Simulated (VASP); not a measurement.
## In: relaxation of cell and atoms with PBE

Crystal: In.

```xyz
2
Lattice="0.0000 3.2521 3.2521 3.2521 0.0000 3.2521 3.2521 3.2521 0.0000" Properties=species:S:1:pos:R:3 pbc="T T T"
In   -0.8130   -0.8130   -0.8130
In    0.8130    0.8130    0.8130
```

```
Program                : VASP 6.6.1
Task                   : relaxation of cell and atoms
Functional             : PBE
Potentials or basis    : VASP PAW PBE potentials, release 64 (In_d)
Cutoff                 : 600 eV
k mesh                 : 11 × 11 × 11
Occupations            : fermi-dirac, width 0.05 eV
Spin                   : no spin polarisation
Dipole correction      : no
Further INCAR settings : ALGO = Normal; EDIFF = 1e-07; IBRION = 2; EDIFFG = -0.005; NSW = 60; ISIF = 3
```

```
Relaxed volume                         : 38.18 Å³/atom
Relaxed cell                           : a = 4.762 Å, b = 4.762 Å, c = 4.762 Å, α = 60.00°, β = 60.00°, γ = 60.00°
Space group after relaxing (to 0.05 Å) : Fd-3m (No. 227)
Energy gained by relaxing              : 31.8 meV/atom
Ionic steps                            : 3
Pressure after relaxing                : 0.0 GPa
Band gap on the k mesh                 : zero (band 13 reaches 5.84 eV, above the bottom of band 14 at 2.83 eV)
```

The path:
| step | energy change (eV) | largest force (eV/Å) | pressure (GPa) | volume (Å³) |
| --- | --- | --- | --- | --- |
| 1 | 0.0000 | 0.0000 | 2.97 | 68.79 |
| 2 | -0.0627 | 0.0000 | 0.30 | 75.34 |
| 3 | -0.0636 | 0.0000 | 0.00 | 76.36 |

Final structure:
```
In
1.0
     0.00000    3.36724    3.36724
     3.36724    0.00000    3.36724
     3.36724    3.36724    0.00000
In
2
Direct
  0.87500 0.87500 0.87500
  0.12500 0.12500 0.12500
```

Levels at points of the mesh, in eV from the Fermi level:
```tsv
k point	band 9	band 10	band 11	band 12	band 13	band 14	band 15	band 16	band 17
(0.00, 0.00, 0.00)	-14.12	-14.12	-7.82	1.92	2.25	2.25	2.25	3.92	3.92
```

Wall time 3.3 min on 1 thread of AMD EPYC 7R13, on a shared host, peak memory 0.28 GiB.

Caveat: spin-orbit coupling is left out, which moves the levels of the heavy elements.
